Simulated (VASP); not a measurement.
KCl: single point with PBEsol

KCl:

```
K Cl
1.0
    -0.06312    3.12454    3.12454
     3.12454   -0.06312    3.12454
     3.12454    3.12454   -0.06312
K Cl
1 1
Cartesian
  0.0000 0.0000 0.0000
  3.0930 3.0930 3.0930
```

This cell differs from its parent crystal: equal xy, yz and zx shear strains of -2 %.

```
Program                : VASP 6.6.1
Task                   : single point
Functional             : PBEsol
Potentials or basis    : VASP PAW PBE potentials, release 64 (K_sv, Cl)
Cutoff                 : 520 eV
k mesh                 : 7 × 7 × 7
Occupations            : fermi-dirac, width 0.03 eV
Spin                   : no spin polarisation
Dipole correction      : no
Further INCAR settings : ALGO = Normal; EDIFF = 1e-07; NBANDS = 15
```

```
Pressure               : -0.5 GPa
Band gap on the k mesh : 4.95 eV
```

Stress tensor (GPa, compression positive):
```
-0.53  0.13  0.13
 0.13 -0.53  0.13
 0.13  0.13 -0.53
```

Levels at points of the mesh, in eV from the valence-band top:
| k point | band 6 | band 7 | band 8 | band 9 | band 10 | band 11 |
| --- | --- | --- | --- | --- | --- | --- |
| (0.00, 0.00, 0.00) | -0.05 | -0.05 | 0.00 | 4.95 | 8.17 | 8.17 |

Wall time 67 s on 1 thread of Intel Xeon 8259CL, on a shared host, peak memory 0.22 GiB.

Caveat: the cell differs from its parent crystal (equal xy, yz and zx shear strains of -2 %); the PAW data sets were made with another functional, which shifts forces and pressure a little; an odd mesh through Γ misses points on the zone boundary, where band edges can lie.
